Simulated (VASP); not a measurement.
# RhC (zincblende type) (F-43m) in VASP: notebook

RhC (zincblende type) is run at these levels: PBE; tasks: single point.

Program: VASP 6.6.1. These are calculated values, not measurements. Logs are shortened: lines on timing, memory, paths and dates and some standing lists are left out, and cuts for length are marked.

## Step 1: The cell of the first run

Symmetry: F-43m, No. 216, cubic system. Conventional cell: a = 4.163 Å, b = 4.163 Å, c = 4.163 Å, α = 90.00°, β = 90.00°, γ = 90.00°. Rh (site symmetry -43m) has 4 C at 1.80 Å within 2.4 Å. Within 2.4 Å of C (site symmetry -43m) lie 4 Rh at 1.80 Å.

## Step 2: Single point, PBE (9.02 Å³/atom)

Input file INCAR:

```
  PREC = Accurate
  ENCUT = 520
  EDIFF = 1E-6
  ISMEAR = -1
  SIGMA = 0.1
  LREAL = F
  LASPH = T
  NELM = 80
  ALGO = Normal
  ISIF = 2
  LWAVE = F
  LCHARG = F
  GGA = PE
  NBANDS = 16
```

Input file KPOINTS:

```
regular mesh
0
Gamma
  14 14 14
```

Input file POSCAR:

```
RhC
1.0
    0.0000000000      2.0813864178      2.0813864178
    2.0813864178      0.0000000000      2.0813864178
    2.0813864178      2.0813864178      0.0000000000
Rh C
1 1
Direct
    0.0000000000      0.0000000000      0.0000000000
    0.2500000000      0.2500000000      0.2500000000
```

Potentials or basis: VASP PAW PBE potentials, release 64 (Rh_pv, C).

Run with:

```bash
$ cat potpaw_PBE.64/Rh_pv/POTCAR potpaw_PBE.64/C/POTCAR > POTCAR
$ mpirun -np 1 vasp_std > vasp.out
```

OUTCAR:

```text
PREC = Accurate
   ENCUT = 520
   EDIFF = 1E-6
   ISMEAR = -1
   LREAL = F
   LASPH = T
   NELM = 80
   ISIF = 2
   GGA = PE

 ion  position               nearest neighbor table
   1  0.000  0.000  0.000-   2 1.80   2 1.80   2 1.80   2 1.80
   2  0.250  0.250  0.250-   1 1.80   1 1.80   1 1.80   1 1.80

  LATTYP: Found a face centered cubic cell.
 ALAT       =     4.1627728356

  Lattice vectors:

 A1 = (   0.0000000000,   2.0813864178,   2.0813864178)
 A2 = (   2.0813864178,   0.0000000000,   2.0813864178)
 A3 = (   2.0813864178,   2.0813864178,   0.0000000000)

Analysis of symmetry for initial positions (statically):
=====================================================================
 Subroutine PRICEL returns:
 Original cell was already a primitive cell.

 Routine SETGRP: Setting up the symmetry group for a
 face centered cubic supercell.

 Subroutine GETGRP returns: Found 24 space group operations
 (whereof 24 operations were pure point group operations)
 out of a pool of 48 trial point group operations.

The static configuration has the point symmetry T_d .

Analysis of symmetry for dynamics (positions and initial velocities):
=====================================================================
 Subroutine PRICEL returns:
 Original cell was already a primitive cell.

 Routine SETGRP: Setting up the symmetry group for a
 face centered cubic supercell.

 Subroutine GETGRP returns: Found 24 space group operations
 (whereof 24 operations were pure point group operations)
 out of a pool of 48 trial point group operations.

The dynamic configuration has the point symmetry T_d .

 Subroutine INISYM returns: Found 24 space group operations
 (whereof 24 operations are pure point group operations),
 and found     1 'primitive' translations

----------------------------------------------------------------------------------------

                                     Primitive cell

  volume of cell :      18.0338

  direct lattice vectors                    reciprocal lattice vectors
     0.000000000  2.081386418  2.081386418    -0.240224494  0.240224494  0.240224494
     2.081386418  0.000000000  2.081386418     0.240224494 -0.240224494  0.240224494
     2.081386418  2.081386418  0.000000000     0.240224494  0.240224494 -0.240224494

  length of vectors
     2.943524901  2.943524901  2.943524901     0.416081030  0.416081030  0.416081030

  position of ions in fractional coordinates (direct lattice)
     0.000000000  0.000000000  0.000000000
     0.250000000  0.250000000  0.250000000

  ion indices of the primitive-cell ions
   primitive index   ion index
                 1           1
                 2           2

----------------------------------------------------------------------------------------

 KPOINTS: regular mesh

Automatic generation of k-mesh.
 Grid dimensions read from file:
 generate k-points for:   14   14   14

 Generating k-lattice:

  Cartesian coordinates                     Fractional coordinates (reciprocal lattice)
    -0.017158892  0.017158892  0.017158892     0.071428571  0.000000000  0.000000000
     0.017158892 -0.017158892  0.017158892     0.000000000  0.071428571  0.000000000
     0.017158892  0.017158892 -0.017158892     0.000000000  0.000000000  0.071428571

  Length of vectors
     0.029720074  0.029720074  0.029720074

  Shift w.r.t. Gamma in fractional coordinates (k-lattice)
     0.000000000  0.000000000  0.000000000

 Subroutine IBZKPT returns following result:
 ===========================================

 Found    104 irreducible k-points:

 Following reciprocal coordinates:
            Coordinates               Weight
  0.000000  0.000000  0.000000      1.000000
  0.071429  0.000000  0.000000      8.000000
  0.142857  0.000000  0.000000      8.000000
  0.214286  0.000000  0.000000      8.000000
  0.285714  0.000000  0.000000      8.000000
  0.357143  0.000000  0.000000      8.000000
[... 16 lines left out ...]
  0.214286  0.142857  0.000000     24.000000
  0.285714  0.142857  0.000000     24.000000
 [... further k-points ...]
   k-points           NKPTS =    104   k-points in BZ     NKDIM =    104   number of bands    NBANDS=     16
   number of dos      NEDOS =    301   number of ions     NIONS =      2
   total plane-waves  NPLWV =  13824
   dimension x,y,z NGX =    24 NGY =   24 NGZ =   24
   dimension x,y,z NGXF=    48 NGYF=   48 NGZF=   48
   ions per type =               1   1
   NGX,Y,Z   is equivalent  to a cutoff of  13.55, 13.55, 13.55 a.u.
   NGXF,Y,Z  is equivalent  to a cutoff of  27.11, 27.11, 27.11 a.u.
 SYSTEM =  unknown system
   PREC   = accura    normal or accurate (medium, high low for compatibility)
   ISTART =      0    job   : 0-new  1-cont  2-samecut
   ICHARG =      2    charge: 1-file 2-atom 10-const
   ISPIN  =      1    spin polarized calculation?
   LNONCOLLINEAR =      F non collinear calculations
   LSORBIT =      F    spin-orbit coupling
   LASPH  =      T    aspherical Exc in radial PAW
   ENCUT  =  520.0 eV  38.22 Ry    6.18 a.u.   5.47  5.47  5.47*2*pi/ulx,y,z
   NELM   =     80;   NELMIN=  2; NELMDL= -5     # of ELM steps
   EDIFF  = 0.1E-05   stopping-criterion for ELM
   LREAL  =      F    real-space projection
   EDIFFG = 0.1E-04   stopping-criterion for IOM
   NSW    =      0    number of steps for IOM
   IBRION =     -1    ionic relax: 0-MD 1-quasi-New 2-CG
   NFREE  =      0    steps in history (QN), initial steepest desc. (CG)
   ISIF   =      2    stress and relaxation
   ISYM   =      2    0-nonsym 1-usesym 2-fastsym
   POTIM  = 0.5000    time-step for ionic-motion
   TEBEG  =    0.0;   TEEND  =   0.0 temperature during run
   PSTRESS=    0.0 pullay stress
   NELECT =      19.0000    total number of electrons
   NUPDOWN=      -1.0000    fix difference up-down
   EMIN   =  10.00;   EMAX   =-10.00  energy-range for DOS
   EFERMI =   0.00;   METHOD = LEGACY
   ISMEAR =    -1;   SIGMA  =   0.10  broadening in eV -4-tet -1-fermi 0-gaus
   EFERMI_NEDOS =   21; number of points for ismear=-14 and -15
   IALGO  =     38    algorithm
   IMIX   =      4    mixing-type and parameters
     AMIX     =   0.40;   BMIX     =  1.00
     AMIX_MAG =   1.60;   BMIX_MAG =  1.00
  volume/ion in A,a.u.               =       9.02        60.85
  Fermi-wavevector in a.u.,A,eV,Ry     =   1.665827  3.147957 37.755904  2.774981
  Thomas-Fermi vector in A             =   2.752130
   LORBIT       =      0    0 simple, 1 ext, 2 COOP (PROOUT), +10 PAW based schemes
   GGA     = PE    functional components
   LHFCALC =     F    Hartree Fock is set to
   AEXX    =    0.0000 exact exchange contribution
   IVDW    =     0    specifies the selected vdW correction
   LEPSILON=     F    determine dielectric tensor
   LRPA    =     F    only Hartree local field effects (RPA)
 non-spin polarized calculation
  energy-cutoff  :      520.00
  volume of cell :       18.03
 maximum number of plane-waves:       531
 NGX is ok and might be reduce to    24
   NGX = 11   NGY = 11   NGZ = 11

 number of electron      19.0000003 magnetization

 Free energy of the ion-electron system (eV)
  ---------------------------------------------------
  ext. energy  EPLUGINS =         0.00000000
  ---------------------------------------------------
  free energy    TOTEN  =       -13.58480760 eV

  energy without entropy =      -13.56752192  energy(sigma->0) =      -13.57616476

 E-fermi :  13.6972     XC(G=0): -14.0605

 val. band max:       13.6161707884   @ k =  -0.3571   0.3571   0.0000
 cond. band min:      13.7061034448   @ k =   0.5000   0.4286   0.0714
 fundamental gap:      0.0899326564
 Fermi energy:        13.6972039397

 k-point     1 :       0.0000    0.0000    0.0000
  band No.  band energies     occupation
      1     -34.6977      2.00000
      2     -34.6977      2.00000
      3     -34.6977      2.00000
      4      -2.0325      2.00000
      5       4.7836      2.00000
      6       4.7836      2.00000
[... 8 lines left out ...]
     15      29.9729      0.00000
     16      29.9729      0.00000

 k-point     2 :       0.0714    0.0000    0.0000
  band No.  band energies     occupation
      1     -34.7171      2.00000
      2     -34.7006      2.00000
      3     -34.7006      2.00000
      4      -1.9161      2.00000
      5       4.7460      2.00000
      6       4.8467      2.00000
[... 8 lines left out ...]
     15      30.0224      0.00000
     16      30.0224      0.00000

 k-point     3 :       0.1429    0.0000    0.0000
  band No.  band energies     occupation
      1     -34.7714      2.00000
      2     -34.7089      2.00000
      3     -34.7089      2.00000
      4      -1.5911      2.00000
      5       4.6758      2.00000
      6       5.0163      2.00000
[... 8 lines left out ...]
     15      30.1838      0.00000
     16      30.1838      0.00000

 k-point     4 :       0.2143    0.0000    0.0000
  band No.  band energies     occupation
      1     -34.8491      2.00000
      2     -34.7208      2.00000
      3     -34.7208      2.00000
      4      -1.1324      2.00000
      5       4.6848      2.00000
      6       5.2361      2.00000
[... 8 lines left out ...]
     15      30.4654      0.00000
     16      30.4654      0.00000

 k-point     5 :       0.2857    0.0000    0.0000
  band No.  band energies     occupation
      1     -34.9345      2.00000
      2     -34.7341      2.00000
      3     -34.7341      2.00000
      4      -0.6609      2.00000
      5       4.9090      2.00000
      6       5.4305      2.00000
[... 8 lines left out ...]
     15      30.8068      0.00000
     16      30.8068      0.00000

 k-point     6 :       0.3571    0.0000    0.0000
  band No.  band energies     occupation
      1     -35.0107      2.00000
      2     -34.7459      2.00000
      3     -34.7459      2.00000
      4      -0.2993      2.00000
      5       5.4209      2.00000
      6       5.5487      2.00000
[... 8 lines left out ...]
     15      31.0940      0.00000
     16      31.0940      0.00000

 k-point     7 :       0.4286    0.0000    0.0000
  band No.  band energies     occupation
      1     -35.0629      2.00000
      2     -34.7541      2.00000
      3     -34.7541      2.00000
      4      -0.0984      2.00000
      5       5.5961      2.00000
      6       5.5961      2.00000
[... 8 lines left out ...]
     15      31.2651      0.00000
     16      31.2651      0.00000

 k-point     8 :       0.5000    0.0000    0.0000
  band No.  band energies     occupation
      1     -35.0815      2.00000
      2     -34.7571      2.00000
      3     -34.7571      2.00000
      4      -0.0378      2.00000
      5       5.6063      2.00000
      6       5.6063      2.00000
[... 8 lines left out ...]
     15      31.3197      0.00000
     16      31.3197      0.00000

 k-point     9 :       0.0714    0.0714    0.0000
  band No.  band energies     occupation
      1     -34.7166      2.00000
      2     -34.7051      2.00000
      3     -34.7051      2.00000
      4      -1.8771      2.00000
      5       4.6774      2.00000
      6       4.8975      2.00000
[... 8 lines left out ...]
     15      29.6877      0.00000
     16      29.6877      0.00000
[... 172 lines left out ...]
 k-point    19 :      -0.2143    0.0714    0.0000
  band No.  band energies     occupation
      1     -34.8802      2.00000
      2     -34.7435      2.00000
      3     -34.7211      2.00000
      4      -0.8895      2.00000
      5       4.6817      2.00000
      6       5.3369      2.00000
[... 8 lines left out ...]
     15      29.4704      0.00000
     16      31.5942      0.00000

 k-point    20 :      -0.1429    0.0714    0.0000
  band No.  band energies     occupation
      1     -34.8024      2.00000
      2     -34.7280      2.00000
      3     -34.7095      2.00000
      4      -1.3576      2.00000
      5       4.6097      2.00000
      6       5.1091      2.00000
[... 8 lines left out ...]
     15      29.1603      0.00000
     16      31.1432      0.00000

 k-point    21 :      -0.0714    0.0714    0.0000
  band No.  band energies     occupation
      1     -34.7439      2.00000
      2     -34.7127      2.00000
      3     -34.7022      2.00000
      4      -1.7297      2.00000
      5       4.6713      2.00000
      6       4.9252      2.00000
[... 8 lines left out ...]
     15      29.3407      0.00000
     16      30.5342      0.00000

 k-point    22 :       0.1429    0.1429    0.0000
  band No.  band energies     occupation
      1     -34.7691      2.00000
      2     -34.7260      2.00000
      3     -34.7260      2.00000
      4      -1.4416      2.00000
      5       4.4071      2.00000
      6       5.2363      2.00000
[... 8 lines left out ...]
     15      29.3142      0.00000
     16      29.3142      0.00000

 k-point    23 :       0.2143    0.1429    0.0000
  band No.  band energies     occupation
      1     -34.8198      2.00000
      2     -34.7402      2.00000
      3     -34.7369      2.00000
      4      -1.0918      2.00000
      5       4.2942      2.00000
      6       5.4746      2.00000
[... 8 lines left out ...]
     15      29.4009      0.00000
     16      29.9727      0.00000

 k-point    24 :       0.2857    0.1429    0.0000
  band No.  band energies     occupation
      1     -34.8899      2.00000
      2     -34.7547      2.00000
      3     -34.7501      2.00000
      4      -0.6563      2.00000
      5       4.3311      2.00000
      6       5.6942      2.00000
[... 8 lines left out ...]
     15      29.7609      0.00000
     16      30.7676      0.00000

 [... further k-points ...]
[... 5 lines left out ...]
  --------------------------------------------------------------------------------------
  -------------------------------------------------------------------------------------
  Total       14.4632983     14.4632983     14.4632983     -0.0000000     -0.0000000      0.0000000
  in kB     1284.9605079   1284.9605079   1284.9605079     -0.0000000     -0.0000000      0.0000000
  external PRESSURE =    1284.9605079 kB  Pullay stress =       0.0000000 kB

 VOLUME and BASIS-vectors are now :
 -----------------------------------------------------------------------------
  energy-cutoff  :      520.00
  volume of cell :       18.03
      direct lattice vectors                 reciprocal lattice vectors
     0.000000000  2.081386418  2.081386418    -0.240224494  0.240224494  0.240224494
     2.081386418  0.000000000  2.081386418     0.240224494 -0.240224494  0.240224494
     2.081386418  2.081386418  0.000000000     0.240224494  0.240224494 -0.240224494

 POSITION                                       TOTAL-FORCE (eV/Angst)
 -----------------------------------------------------------------------------------
      0.00000      0.00000      0.00000         0.000000      0.000000      0.000000
      1.04069      1.04069      1.04069        -0.000000     -0.000000     -0.000000
 -----------------------------------------------------------------------------------
    total drift:                                0.000002      0.000002      0.000002

  FREE ENERGIE OF THE ION-ELECTRON SYSTEM (eV)
  ---------------------------------------------------
  free  energy   TOTEN  =       -13.5848076001 eV

  energy  without entropy=      -13.5675219181  energy(sigma->0) =      -13.57616476
```

Wall time 38 s (1 thread of Intel Xeon 8259CL, shared host); peak memory 0.16 GiB.

Results:

- Free energy: -13.5848 eV
- Pressure: 128.5 GPa
- Band gap on the k mesh: zero (an odd number of electrons rules out a gap without spin polarisation)

Levels at points of the mesh, in eV from the Fermi level:
| k point | band 7 | band 8 | band 9 | band 10 | band 11 | band 12 |
| --- | --- | --- | --- | --- | --- | --- |
| (0.00, 0.00, 0.00) | -8.91 | -3.84 | -3.84 | 5.00 | 7.05 | 7.05 |
| (0.50, 0.00, 0.00) | -7.28 | -3.05 | -3.05 | -1.04 | 4.23 | 4.23 |
| (0.50, 0.50, 0.00) | -5.09 | -4.19 | -2.50 | 0.32 | 0.32 | 0.73 |

Caveat: the cell stands under pressure.

## Step 3: Single point, PBE (10.22 Å³/atom)

This run uses another cell than the first one, of 10.22 Å³/atom.

Input file INCAR:

```
SYSTEM = RhC
ALGO     = Normal         ! electronic algorithm
EDIFF    = 1E-6           ! SCF threshold, eV
ENCUT    = 520            ! plane-wave cutoff, eV
GGA      = PE             ! functional
ISIF     = 2              ! what is computed and relaxed
ISMEAR   = -1             ! smearing method
LASPH    = .True.         ! aspherical terms in the spheres
LCHARG   = .True.         ! write CHGCAR
LELF     = .True.         ! ELF
LREAL    = .False.        ! projectors in reciprocal space
LVHAR    = .True.       
LWAVE    = .False.        ! write WAVECAR
NBANDS   = 16             ! bands
NELM     = 80             ! most SCF steps
PREC     = Accurate       ! precision mode
SIGMA    = 0.1            ! smearing width, eV
```

Input file KPOINTS:

```
k-points
0
Gamma
  14 14 14
  0 0 0
```

Input file POSCAR:

```
RhC
1.0
    0.0000000000      2.1700609753      2.1700609753
    2.1700609753      0.0000000000      2.1700609753
    2.1700609753      2.1700609753      0.0000000000
Rh C
1 1
Direct
    0.0000000000      0.0000000000      0.0000000000
    0.2500000000      0.2500000000      0.2500000000
```

Potentials or basis: VASP PAW PBE potentials, release 64 (Rh_pv, C).

Run with:

```bash
$ cat potpaw_PBE.64/Rh_pv/POTCAR potpaw_PBE.64/C/POTCAR > POTCAR
$ mpirun -np 1 vasp_std > vasp.out
```

Run time: 39 s. Hardware: 1 thread of Intel Xeon 8259CL, shared host; peak memory 0.16 GiB.

It converged, with:

```yaml
Free_energy: -14.9117 eV
Pressure: 55.1 GPa
Band_gap_on_the_k_mesh: zero (an odd number of electrons rules out a gap without spin polarisation)
```

Levels at points of the mesh, in eV from the Fermi level:
| k point | band 5 | band 6 | band 7 | band 8 | band 9 | band 10 | band 11 | band 12 | band 13 | band 14 |
| --- | --- | --- | --- | --- | --- | --- | --- | --- | --- | --- |
| (0.00, 0.00, 0.00) | -7.67 | -7.67 | -7.67 | -3.26 | -3.26 | 4.84 | 6.42 | 6.42 | 6.42 | 15.33 |
| (0.50, 0.00, 0.00) | -6.95 | -6.95 | -6.44 | -2.64 | -2.64 | -1.02 | 3.89 | 3.89 | 7.97 | 11.95 |
| (0.50, 0.50, 0.00) | -8.73 | -4.49 | -4.49 | -3.58 | -2.18 | 0.40 | 0.40 | 0.49 | 10.95 | 12.73 |

Caveat: the cell stands under pressure.

[end of part 1 of 2]

The gap in the log of VASP goes by the Fermi energy; the results here count the filled bands.